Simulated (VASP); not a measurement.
A run of VASP 6.6.1 is set up as follows.

File INCAR:

```
PREC     = Accurate       # precision mode
ENCUT    = 520            # plane-wave cutoff, eV
EDIFF    = 1E-6           # SCF threshold, eV
ISMEAR   = 0              # smearing method
SIGMA    = 0.1            # smearing width, eV
LREAL    = F              # projectors in reciprocal space
LASPH    = T              # aspherical terms in the spheres
NELM     = 60             # most SCF steps
ALGO     = Fast           # electronic algorithm
ISIF     = 2              # what is computed and relaxed
LWAVE    = F              # write WAVECAR
LCHARG   = F              # write CHGCAR
GGA      = PE             # functional
NBANDS   = 36             # bands
```

Contents of KPOINTS:

```
regular mesh
0
Gamma
  8 8 8
```

The input POSCAR:

```
In4Sb
1.0
    5.5218728686      0.0000000000      0.0000000000
    0.0000000000      5.5218728686      0.0000000000
    0.0000000000      0.0000000000      5.5218728686
In Sb
4 1
Direct
    0.3022624097      0.3022624097      0.3022624097
    0.6977375903      0.6977375903      0.3022624097
    0.3022624097      0.6977375903      0.6977375903
    0.6977375903      0.3022624097      0.6977375903
    0.0000000000      0.0000000000      0.0000000000
```

Potentials or basis: VASP PAW PBE potentials, release 64 (In_d, Sb).

Command:

```bash
$ cat potpaw_PBE.64/In_d/POTCAR potpaw_PBE.64/Sb/POTCAR > POTCAR
$ mpirun -np 1 vasp_std > vasp.out
```

(1) Estimate the largest force.

(2) Predict the pressure.

(3) Predict the band gap on the k mesh.

Answers

(1) 0.013 eV/Å.

(2) 0.0 GPa.

(3) zero (an odd number of electrons rules out a gap without spin polarisation).

Caveat: spin-orbit coupling is left out, which moves the levels of the heavy elements.
